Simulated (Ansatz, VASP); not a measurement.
**ZrZn4N in VASP and in Ansatz**

```
Zr Zn N
1.0
     5.25034    0.00000    0.00000
    -2.62517    4.54693    0.00000
     0.00000    0.00000    3.69562
Zr Zn N
1 4 1
Direct
  0.00000 0.00000 0.00000
  0.66667 0.33333 0.00000
  0.01569 0.50784 0.50000
  0.49216 0.50784 0.50000
  0.49216 0.98431 0.50000
  0.33333 0.66667 0.00000
```

Change from the starting cell: species swapped into the CeCo4Cu type (P-6m2, No. 187).

Alike in both runs: functional PBE; k mesh 6 × 6 × 6; occupations gaussian, width 0.1 eV; no spin polarisation.

Ansatz relaxed the structure, and its values are those at the end. VASP's run is a single point on that final structure, the one shown.

```csv
,VASP,Ansatz
version,VASP 6.6.1,Ansatz 0.2.0
potentials or method,"VASP PAW PBE potentials, release 64 (Zr_sv, Zn, N), cutoff 520 eV","scalar-relativistic, plane waves, PAW"
valence electrons in the cell,65,65
```

```tsv
	VASP	Ansatz	Ansatz less VASP
gap on the k mesh at the Fermi level (eV)	none	none	-
pressure (GPa)	0.5	0.1	-0.40
rms of the force components (eV/Å)	0.011	0.008	-0.0027
```

A gap of «none» marks a metal or a gap that the smearing closes.
